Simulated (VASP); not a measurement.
KI: relaxation of cell and atoms with revPBE+D3(BJ)

The system is KI.

```
CELL_PARAMETERS angstrom
0.00000 3.53277 3.53277
3.53277 0.00000 3.53277
3.53277 3.53277 0.00000
ATOMIC_POSITIONS crystal
K 0.00000 0.00000 0.00000
I 0.50000 0.50000 0.50000
```

```yaml
Program: VASP 6.6.1
Task: relaxation of cell and atoms
Functional: revPBE
Dispersion: D3(BJ)
Potentials_or_basis: VASP PAW PBE potentials, release 64 (K_sv, I)
Cutoff: 600 eV
k_mesh: 4 × 4 × 4
Occupations: gaussian, width 0.01 eV
Spin: no spin polarisation
Dipole_correction: no
Further_INCAR_settings: ALGO = Normal; EDIFF = 1e-06; IBRION = 2; EDIFFG = -0.005; NSW = 80; ISIF = 3
```

```json
{"Relaxed volume": "43.81 Å³/atom", "Relaxed cell": "a = 4.985 Å, b = 4.985 Å, c = 4.985 Å, α = 60.00°, β = 60.00°, γ = 60.00°", "Space group after relaxing (to 0.05 Å)": "Fm-3m (No. 225)", "Energy gained by relaxing": "0.1 meV/atom", "Ionic steps": "6", "Pressure after relaxing": "0.0 GPa", "Band gap on the k mesh": "4.24 eV, direct", "Dispersion energy per atom": "-0.416 eV"}
```

The path:
| step | energy change (eV) | largest force (eV/Å) | pressure (GPa) | volume (Å³) |
| --- | --- | --- | --- | --- |
| 1 | 0.0000 | 0.0000 | -0.09 | 88.18 |
| 2 | -0.0001 | 0.0000 | -0.05 | 87.87 |
| 3 | -0.0002 | 0.0000 | -0.03 | 87.68 |
| 4 | -0.0002 | 0.0000 | 0.03 | 87.32 |
| 5 | -0.0002 | 0.0000 | 0.04 | 87.50 |
| 6 | -0.0002 | 0.0000 | 0.01 | 87.61 |

Final structure:
```cif
data_structure
_symmetry_space_group_name_H-M 'P 1'
_symmetry_Int_Tables_number 1
_cell_length_a 4.9854
_cell_length_b 4.9854
_cell_length_c 4.9854
_cell_angle_alpha 60.000
_cell_angle_beta 60.000
_cell_angle_gamma 60.000
_cell_volume 87.61
loop_
_atom_site_label
_atom_site_type_symbol
_atom_site_fract_x
_atom_site_fract_y
_atom_site_fract_z
_atom_site_occupancy
K1 K 0.00000 0.00000 0.00000 1
I1 I 0.50000 0.50000 0.50000 1
```

Levels at points of the mesh, in eV from the valence-band top:
| k point | band 4 | band 5 | band 6 | band 7 | band 8 | band 9 | band 10 | band 11 | band 12 |
| --- | --- | --- | --- | --- | --- | --- | --- | --- | --- |
| (0.00, 0.00, 0.00) | -12.03 | -10.47 | 0.00 | 0.00 | 0.00 | 4.24 | 6.64 | 6.64 | 6.64 |
| (0.50, 0.00, 0.00) | -12.03 | -10.20 | -1.28 | -0.33 | -0.33 | 5.75 | 7.93 | 8.29 | 8.29 |
| (0.50, 0.50, 0.00) | -12.05 | -10.33 | -0.97 | -0.36 | -0.36 | 5.12 | 5.99 | 8.17 | 8.83 |

It took 54 s on 1 thread of Intel(R) Xeon(R) Platinum 8488C (Sapphire Rapids), with other jobs on the host, peak memory 0.24 GiB.

Caveat: the PAW data sets were made with another functional, which shifts forces and pressure a little; spin-orbit coupling is left out, which moves the levels of the heavy elements. revPBE gaps usually lie below the measured ones, often by a third to a half.
